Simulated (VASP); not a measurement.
# MgZn5S6 (P1) in VASP: relaxation of cell and atoms with PBE

Aim: the relaxation of cell and atoms of MgZn5S6 with PBE.

All numbers are computed with VASP 6.6.1; they aren't measurements. Logs are shortened: lines on timing, memory, paths and dates and some standing lists are left out, and cuts for length are marked.

## 1. The cell of the first run

The typed cell holds 12 atoms: a = 6.421 Å, b = 6.807 Å, c = 6.845 Å, α = 120.08°, β = 89.37°, γ = 88.70°.

## 2. Relaxation of cell and atoms, PBE

Contents of INCAR:

```
ALGO = Normal
EDIFF = 1E-6
EDIFFG = -0.025
ENCUT = 600
GGA = PE
IBRION = 2
ISIF = 3
ISMEAR = 0
LASPH = True
LCHARG = False
LREAL = False
LWAVE = False
NELM = 100
NSW = 80
PREC = Accurate
SIGMA = 0.1
```

Contents of KPOINTS:

```
k-points
0
Gamma
  2 3 3
```

Contents of POSCAR:

```
MgZn5S6
1.0
    0.0729398762      0.0826701994      6.4205428073
    6.8061576777     -0.0163593177      0.0772876288
   -3.4172464235      5.9305429203      0.0372182363
Mg Zn S
1 5 6
Direct
    0.4912332265      0.9708670474     -0.0149340264
    0.0166767000      0.3284418503      0.2960257463
    0.0032289635      0.0137604173      0.6809835047
    0.0432392856      0.7067094576      1.0050560587
    0.4945660080      0.6461269651      0.3526346806
    0.4903909552      0.3105550840      0.6832768738
    0.3708508565      0.3467796319      0.3673819583
    0.3633873549      0.9731975152      0.6135245144
    0.3424536451      0.6812237496      1.0010908254
    0.8928075342      0.6885971770      0.3193585142
    0.8998297344      0.3322751917      0.6282399959
    0.9013356762      0.0014659128      0.0673613541
```

Potentials or basis: VASP PAW PBE potentials, release 64 (Mg, Zn, S).

Launch:

```console
$ cat potpaw_PBE.64/Mg/POTCAR potpaw_PBE.64/Zn/POTCAR potpaw_PBE.64/S/POTCAR > POTCAR
$ mpirun -np 1 vasp_std > vasp.out
```

OUTCAR:

```text
EDIFF = 1E-6
   EDIFFG = -0.025
   ENCUT = 600
   GGA = PE
   IBRION = 2
   ISIF = 3
   ISMEAR = 0
   LASPH = True
   LREAL = False
   NELM = 100
   NSW = 80
   PREC = Accurate

 ion  position               nearest neighbor table
   1  0.491  0.971  0.985-   9 2.26   7 2.67   8 2.69  12 2.69
   2  0.017  0.328  0.296-  12 2.14   7 2.32  11 2.37  10 2.49
   3  0.003  0.014  0.681-   8 2.34  11 2.45  10 2.48  12 2.76
   4  0.043  0.707  0.005-   9 1.92  12 2.02  10 2.41  11 2.75
   5  0.495  0.646  0.353-   8 2.18   7 2.25  10 2.60   9 2.72
   6  0.490  0.311  0.683-   8 2.27   7 2.43   9 2.52  11 2.67
   7  0.371  0.347  0.367-   5 2.25   2 2.32   6 2.43   1 2.67
   8  0.363  0.973  0.614-   5 2.18   6 2.27   3 2.34   1 2.69
   9  0.342  0.681  0.001-   4 1.92   1 2.26   6 2.52   5 2.72
  10  0.893  0.689  0.319-   4 2.41   3 2.48   2 2.49   5 2.60
  11  0.900  0.332  0.628-   2 2.37   3 2.45   6 2.67   4 2.75
  12  0.901  0.001  0.067-   4 2.02   2 2.14   1 2.69   3 2.76

  LATTYP: Found a triclinic cell.
 ALAT       =    11.7796666577
 B/A-ratio  =     0.5778275687
 C/A-ratio  =     1.1560896456
 COS(alpha) =     0.0066499626
 COS(beta)  =     0.4492028541
 COS(gamma) =     0.8644034855

  Lattice vectors:

 A1 = ( -10.1950689319,  -5.8978242849,  -0.1917934939)
 A2 = (  -6.8061576777,   0.0163593177,  -0.0772876288)
 A3 = (  -0.0446047069, -11.9273967223,  -6.5722669087)

Analysis of symmetry for initial positions (statically):
=====================================================================
 Subroutine PRICEL returns:
 Original cell was already a primitive cell.

 Routine SETGRP: Setting up the symmetry group for a
 triclinic supercell.

 Subroutine GETGRP returns: Found  1 space group operations
 (whereof  1 operations were pure point group operations)
 out of a pool of  2 trial point group operations.

The static configuration has the point symmetry C_1 .

Analysis of symmetry for dynamics (positions and initial velocities):
=====================================================================
 Subroutine PRICEL returns:
 Original cell was already a primitive cell.

 Routine SETGRP: Setting up the symmetry group for a
 triclinic supercell.

 Subroutine GETGRP returns: Found  1 space group operations
 (whereof  1 operations were pure point group operations)
 out of a pool of  2 trial point group operations.

The dynamic configuration has the point symmetry C_1 .

 Subroutine INISYM returns: Found  1 space group operations
 (whereof  1 operations are pure point group operations),
 and found     1 'primitive' translations

----------------------------------------------------------------------------------------

                                     Primitive cell

  volume of cell :     258.7250

  direct lattice vectors                    reciprocal lattice vectors
     0.072939876  0.082670199  6.420542807    -0.001773955 -0.001999900  0.155795975
     6.806157678 -0.016359318  0.077287629     0.147161019  0.084813201 -0.002763852
    -3.417246423  5.930542920  0.037218236     0.000430670  0.168880460 -0.002179379

  length of vectors
     6.421489276  6.806616144  6.844727726     0.155818908  0.169874317  0.168895071

  position of ions in fractional coordinates (direct lattice)
     0.491233227  0.970867047  0.985065974
     0.016676700  0.328441850  0.296025746
     0.003228963  0.013760417  0.680983505
     0.043239286  0.706709458  0.005056059
     0.494566008  0.646126965  0.352634681
     0.490390955  0.310555084  0.683276874
     0.370850856  0.346779632  0.367381958
     0.363387355  0.973197515  0.613524514
     0.342453645  0.681223750  0.001090825
     0.892807534  0.688597177  0.319358514
     0.899829734  0.332275192  0.628239996
     0.901335676  0.001465913  0.067361354

  ion indices of the primitive-cell ions
   primitive index   ion index
                 1           1
                 2           2
                 3           3
                 4           4
                 5           5
                 6           6
                 7           7
                 8           8
                 9           9
                10          10
                11          11
                12          12

----------------------------------------------------------------------------------------

 KPOINTS: k-points

Automatic generation of k-mesh.
 Grid dimensions read from file:
 generate k-points for:    2    3    3

 Generating k-lattice:

  Cartesian coordinates                     Fractional coordinates (reciprocal lattice)
    -0.000886978 -0.000999950  0.077897987     0.500000000  0.000000000  0.000000000
     0.049053673  0.028271067 -0.000921284     0.000000000  0.333333333 -0.000000000
     0.000143557  0.056293487 -0.000726460     0.000000000  0.000000000  0.333333333

  Length of vectors
     0.077909454  0.056624772  0.056298357

  Shift w.r.t. Gamma in fractional coordinates (k-lattice)
     0.000000000  0.000000000  0.000000000

 Subroutine IBZKPT returns following result:
 ===========================================

 Found     10 irreducible k-points:

 Following reciprocal coordinates:
            Coordinates               Weight
  0.000000  0.000000  0.000000      1.000000
  0.500000 -0.000000  0.000000      1.000000
  0.000000  0.333333  0.000000      2.000000
  0.500000  0.333333 -0.000000      2.000000
  0.000000  0.000000  0.333333      2.000000
  0.500000 -0.000000  0.333333      2.000000
  0.000000  0.333333  0.333333      2.000000
  0.500000  0.333333  0.333333      2.000000
  0.000000 -0.333333  0.333333      2.000000
  0.500000 -0.333333  0.333333      2.000000
   k-points           NKPTS =     10   k-points in BZ     NKDIM =     10   number of bands    NBANDS=     58
   number of dos      NEDOS =    301   number of ions     NIONS =     12
   total plane-waves  NPLWV = 163296
   dimension x,y,z NGX =    54 NGY =   54 NGZ =   56
   dimension x,y,z NGXF=   108 NGYF=  108 NGZF=  112
   ions per type =               1   5   6
   NGX,Y,Z   is equivalent  to a cutoff of  13.98, 13.19, 13.60 a.u.
   NGXF,Y,Z  is equivalent  to a cutoff of  27.96, 26.38, 27.20 a.u.
 SYSTEM =  unknown system
   PREC   = accura    normal or accurate (medium, high low for compatibility)
   ISTART =      0    job   : 0-new  1-cont  2-samecut
   ICHARG =      2    charge: 1-file 2-atom 10-const
   ISPIN  =      1    spin polarized calculation?
   LNONCOLLINEAR =      F non collinear calculations
   LSORBIT =      F    spin-orbit coupling
   LASPH  =      T    aspherical Exc in radial PAW
   ENCUT  =  600.0 eV  44.10 Ry    6.64 a.u.  12.83 13.59 13.67*2*pi/ulx,y,z
   NELM   =    100;   NELMIN=  2; NELMDL= -5     # of ELM steps
   EDIFF  = 0.1E-05   stopping-criterion for ELM
   LREAL  =      F    real-space projection
   EDIFFG = -.3E-01   stopping-criterion for IOM
   NSW    =     80    number of steps for IOM
   IBRION =      2    ionic relax: 0-MD 1-quasi-New 2-CG
   NFREE  =      1    steps in history (QN), initial steepest desc. (CG)
   ISIF   =      3    stress and relaxation
   ISYM   =      2    0-nonsym 1-usesym 2-fastsym
   POTIM  = 0.5000    time-step for ionic-motion
   TEBEG  =    0.0;   TEEND  =   0.0 temperature during run
   PSTRESS=    0.0 pullay stress
   NELECT =      98.0000    total number of electrons
   NUPDOWN=      -1.0000    fix difference up-down
   EMIN   =  10.00;   EMAX   =-10.00  energy-range for DOS
   EFERMI =   0.00;   METHOD = LEGACY
   ISMEAR =     0;   SIGMA  =   0.10  broadening in eV -4-tet -1-fermi 0-gaus
   EFERMI_NEDOS =   21; number of points for ismear=-14 and -15
   IALGO  =     38    algorithm
   IMIX   =      4    mixing-type and parameters
     AMIX     =   0.40;   BMIX     =  1.00
     AMIX_MAG =   1.60;   BMIX_MAG =  1.00
  volume/ion in A,a.u.               =      21.56       145.50
  Fermi-wavevector in a.u.,A,eV,Ry     =   1.184506  2.238393 19.089728  1.403055
  Thomas-Fermi vector in A             =   2.320719
   LORBIT       =      0    0 simple, 1 ext, 2 COOP (PROOUT), +10 PAW based schemes
   GGA     = PE    functional components
   LHFCALC =     F    Hartree Fock is set to
   AEXX    =    0.0000 exact exchange contribution
   IVDW    =     0    specifies the selected vdW correction
   LEPSILON=     F    determine dielectric tensor
   LRPA    =     F    only Hartree local field effects (RPA)
 conjugate gradient relaxation of ions
 non-spin polarized calculation
 Gauss-broadening in eV      SIGMA  =   0.10
  energy-cutoff  :      600.00
  volume of cell :      258.72
 maximum number of plane-waves:      8653
 NGX is ok and might be reduce to    54
   NGX = 25   NGY = 27   NGZ = 27

--------------------------------------- Ionic step        1  -------------------------------------------

 number of electron      97.9999997 magnetization

 Free energy of the ion-electron system (eV)
  ---------------------------------------------------
  ext. energy  EPLUGINS =         0.00000000
  ---------------------------------------------------
  free energy    TOTEN  =       -38.56851703 eV

  energy without entropy =      -38.56851703  energy(sigma->0) =      -38.56851703

------------------------ aborting loop because EDIFF is reached ----------------------------------------

  FORCE on cell =-STRESS in cart. coord.  units (eV):
  Direction    XX          YY          ZZ          XY          YZ          ZX
  --------------------------------------------------------------------------------------
  -------------------------------------------------------------------------------------
  Total        6.2169201     -2.7813534      9.9076116      3.7556987     -1.2426629     -2.3747904
  in kB       38.4988319    -17.2237789     61.3537677     23.2574987     -7.6953005    -14.7061012
  external PRESSURE =      27.5429402 kB  Pullay stress =       0.0000000 kB
[... 119 lines left out ...]
  FREE ENERGIE OF THE ION-ELECTRON SYSTEM (eV)
  ---------------------------------------------------
  free  energy   TOTEN  =       -41.3241354554 eV

  energy  without entropy=      -41.3241354554  energy(sigma->0) =      -41.32413546

[... ionic steps 4 to 22 ...]

--------------------------------------- Ionic step       23  -------------------------------------------

 number of electron      97.9999976 magnetization

------------------------ aborting loop because EDIFF is reached ----------------------------------------

  FORCE on cell =-STRESS in cart. coord.  units (eV):
  Direction    XX          YY          ZZ          XY          YZ          ZX
  --------------------------------------------------------------------------------------
  -------------------------------------------------------------------------------------
  Total       -0.0839883     -0.0342097      0.0015577      0.0304829     -0.0125752     -0.0090092
  in kB       -0.5419223     -0.2207329      0.0100506      0.1966867     -0.0811397     -0.0581306
  external PRESSURE =      -0.2508682 kB  Pullay stress =       0.0000000 kB
[... 77 lines left out ...]
  energy  without entropy=      -42.6658741660  energy(sigma->0) =      -42.66587417

--------------------------------------- Ionic step       25  -------------------------------------------

 number of electron      97.9999977 magnetization

 Free energy of the ion-electron system (eV)
  ---------------------------------------------------
  ext. energy  EPLUGINS =         0.00000000
  ---------------------------------------------------
  free energy    TOTEN  =       -42.66632507 eV

  energy without entropy =      -42.66632507  energy(sigma->0) =      -42.66632507

 E-fermi :   2.1887     XC(G=0):  -9.2886

 val. band max:        1.7508447754   @ k =   0.0000   0.0000   0.0000
 cond. band min:       3.9919532412   @ k =   0.0000   0.0000   0.0000
 fundamental gap:      2.2411084658
 Fermi energy:         2.1886628083

 k-point     1 :       0.0000    0.0000    0.0000
  band No.  band energies     occupation
      1     -10.9639      2.00000
      2     -10.1044      2.00000
      3      -9.9962      2.00000
      4      -9.8674      2.00000
      5      -9.8640      2.00000
      6      -9.8560      2.00000
[... 638 lines left out ...]
  FREE ENERGIE OF THE ION-ELECTRON SYSTEM (eV)
  ---------------------------------------------------
  free  energy   TOTEN  =       -42.6663250679 eV

  energy  without entropy=      -42.6663250678  energy(sigma->0) =      -42.66632507

 reached required accuracy - stopping structural energy minimisation
```

It took 53 min on 1 thread of Intel Xeon Platinum 8488C (Sapphire Rapids), shared host; peak memory 0.51 GiB.

What came out:

| Property | Result |
| --- | --- |
| Free energy | -42.6663 eV |
| Relaxed volume | 20.69 Å³/atom |
| Relaxed cell | a = 6.346 Å, b = 6.722 Å, c = 6.719 Å, α = 119.97°, β = 89.99°, γ = 90.01° |
| Space group after relaxing (to 0.1 Å) | P31m (No. 157) |
| Energy gained by relaxing | 341.5 meV/atom |
| Ionic steps | 25 |
| Pressure after relaxing | 0.0 GPa |
| Largest force after relaxing | 0.024 eV/Å |
| Band gap on the k mesh | 2.24 eV |

Forces in eV/Å, atoms in the order of the input:
```
Mg   0.014  0.008  0.000
Zn  -0.014 -0.008  0.017
Zn  -0.012 -0.004 -0.002
Zn   0.008  0.018  0.011
Zn  -0.012  0.017  0.008
Zn   0.003 -0.015 -0.007
S    0.007  0.001 -0.003
S    0.001 -0.001 -0.015
S    0.004 -0.011 -0.013
S    0.006  0.000  0.003
S   -0.005 -0.022  0.009
S    0.001  0.016 -0.008
```

Step by step:
```
step  energy change (eV)  largest force (eV/Å)  pressure (GPa)  volume (Å³)
   1              0.0000                7.1052            2.75       258.72
   2             -2.7487                1.7491           -4.66       272.58
   3             -2.7556                1.7072           -4.75       273.03
   4             -3.6447                1.1773           -0.26       249.30
   5             -3.6854                1.0821            1.34       243.58
   6             -3.8992                0.6430            0.61       245.72
   7             -3.9483                0.5558            0.26       247.31
   8             -4.0183                0.3600           -0.31       249.29
   9             -4.0293                0.2678           -0.60       250.46
  10             -4.0620                0.1812            0.18       247.52
  11             -4.0651                0.1945            0.46       246.44
  12             -4.0795                0.1458           -0.08       248.30
  13             -4.0802                0.1509           -0.16       248.75
  14             -4.0866                0.1013           -0.03       248.29
  15             -4.0879                0.1271            0.04       248.00
  16             -4.0919                0.0617            0.02       248.05
  17             -4.0929                0.0787            0.02       248.09
  18             -4.0930                0.0821            0.01       248.10
  19             -4.0948                0.0415           -0.02       248.23
  20             -4.0951                0.0554           -0.03       248.29
  21             -4.0963                0.0402            0.05       248.01
  22             -4.0965                0.0426            0.08       247.90
  23             -4.0972                0.0350           -0.03       248.31
  24             -4.0974                0.0412           -0.12       248.57
  25             -4.0978                0.0242           -0.02       248.26
```

Final structure:
```xyz
12
Lattice="-0.0001 -0.0005 6.3456 6.7219 0.0035 -0.0008 -3.3598 5.8185 0.0016" Properties=species:S:1:pos:R:3 pbc="T T T"
Mg    3.3570    5.8208    3.2006
Zn    1.1373    1.9622    0.0301
Zn   -2.2230    3.8595    0.0390
Zn    1.1000    5.8188    0.0325
Zn    3.3584    1.9383    3.2010
Zn   -0.0016    3.8827    3.2039
S     1.1522    2.0017    2.3940
S     4.5151    3.8196    2.3985
S     4.4070    0.0022    2.3932
S     3.3645    1.9427    5.5711
S     0.0030    3.8826    5.5713
S    -3.3575    5.8166    5.6662
```

Caveat: the k points lie up to 0.50 Å⁻¹ apart in the final cell.
